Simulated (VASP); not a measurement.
Wanted: the native input for a VASP 6.6.1 run.

```
Task                   : relaxation of cell and atoms
Functional             : r2SCAN
Potentials or basis    : VASP PAW PBE potentials, release 64 (Ti_sv, O)
Cutoff                 : 600 eV
k mesh                 : 6 × 6 × 8
Occupations            : gaussian, width 0.02 eV
Spin                   : no spin polarisation
Hubbard terms          : Ti d U = 4.0 eV
Dipole correction      : no
Further INCAR settings : ALGO = Normal; EDIFF = 1e-06; IBRION = 2; EDIFFG = -0.005; NSW = 100; ISIF = 3
```

Crystal: TiO2.

```xyz
6
Lattice="4.5940 0.0000 0.0000 0.0000 4.5940 0.0000 0.0000 0.0000 2.9590" Properties=species:S:1:pos:R:3 pbc="T T T"
Ti    0.0000    0.0000    0.0000
Ti    2.2970    2.2970    1.4795
O     1.4058    1.4058    0.0000
O     0.8912    3.7028    1.4795
O     3.1882    3.1882    0.0000
O     3.7028    0.8912    1.4795
```

One way to write it, as run:

POSCAR

```
TiO2
1.0
    4.5940000000      0.0000000000      0.0000000000
    0.0000000000      4.5940000000      0.0000000000
    0.0000000000      0.0000000000      2.9590000000
Ti O
2 4
Direct
    0.0000000000      0.0000000000      0.0000000000
    0.5000000000      0.5000000000      0.5000000000
    0.3060000000      0.3060000000      0.0000000000
    0.1940000000      0.8060000000      0.5000000000
    0.6940000000      0.6940000000      0.0000000000
    0.8060000000      0.1940000000      0.5000000000
```

INCAR.step1

```
SYSTEM = TiO2
PREC     = Accurate       ! precision mode
ENCUT    = 600            ! plane-wave cutoff, eV
ISMEAR   = 0              ! smearing method
SIGMA    = 0.02           ! smearing width, eV
LREAL    = .False.        ! projectors in reciprocal space
LASPH    = .True.         ! aspherical terms in the spheres
NELM     = 150            ! most SCF steps
LMAXMIX  = 4              ! l up to which the mixer works
LDAU     = .True.         ! DFT+U
LDAUTYPE = 2            
LDAUL    = 2 -1           ! shell
LDAUU    = 4 0            ! U, eV
LDAUJ    = 0 0          
GGA      = PE             ! functional
ALGO     = Normal         ! electronic algorithm
EDIFF    = 1E-4           ! SCF threshold, eV
LWAVE    = .True.         ! write WAVECAR
LCHARG   = .False.        ! write CHGCAR
KPAR     = 4
```

INCAR.step2

```
SYSTEM = TiO2
PREC     = Accurate       ! precision mode
ENCUT    = 600            ! plane-wave cutoff, eV
EDIFF    = 1E-6           ! SCF threshold, eV
ISMEAR   = 0              ! smearing method
SIGMA    = 0.02           ! smearing width, eV
LREAL    = .False.        ! projectors in reciprocal space
LASPH    = .True.         ! aspherical terms in the spheres
NELM     = 150            ! most SCF steps
ALGO     = Normal         ! electronic algorithm
ISIF     = 3              ! what is computed and relaxed
LWAVE    = .False.        ! write WAVECAR
LCHARG   = .False.        ! write CHGCAR
LMAXMIX  = 4              ! l up to which the mixer works
LDAU     = .True.         ! DFT+U
LDAUTYPE = 2            
LDAUL    = 2 -1           ! shell
LDAUU    = 4 0            ! U, eV
LDAUJ    = 0 0          
LDAUPRINT= 1            
METAGGA  = R2SCAN         ! meta-GGA
LMIXTAU  = .True.       
IBRION   = 2              ! ionic algorithm
NSW      = 100            ! ionic steps
EDIFFG   = -0.005         ! ionic threshold
ISTART   = 1            
KPAR     = 4
```

KPOINTS

```
Automatic mesh
0
Gamma
  6 6 8
  0 0 0
```

Potentials or basis: VASP PAW PBE potentials, release 64 (Ti_sv, O).

Command:

```sh
$ cat potpaw_PBE.64/Ti_sv/POTCAR potpaw_PBE.64/O/POTCAR > POTCAR
$ cp INCAR.step1 INCAR
$ mpirun -np 4 vasp_std > vasp.out
$ cp INCAR.step2 INCAR
$ mpirun -np 4 vasp_std > vasp.out
```

Results of the run:

```json
{"Relaxed volume": "10.73 Å³/atom", "Relaxed cell": "a = 4.625 Å, b = 4.625 Å, c = 3.010 Å, α = 90.00°, β = 90.00°, γ = 90.00°", "Space group after relaxing (to 0.1 Å)": "P4_2/mnm (No. 136)", "Energy gained by relaxing": "11.0 meV/atom", "Ionic steps": "10", "Pressure after relaxing": "0.0 GPa", "Largest force after relaxing": "0.004 eV/Å", "Band gap on the k mesh": "2.71 eV (least direct gap 2.72 eV)"}
```

Caveat: the PAW data sets were made with another functional, which shifts forces and pressure a little.

Run time: 23 min on 4 MPI ranks on Oxide Virtual Turin-like Processor (shared host), peak memory 0.24 GiB a rank.
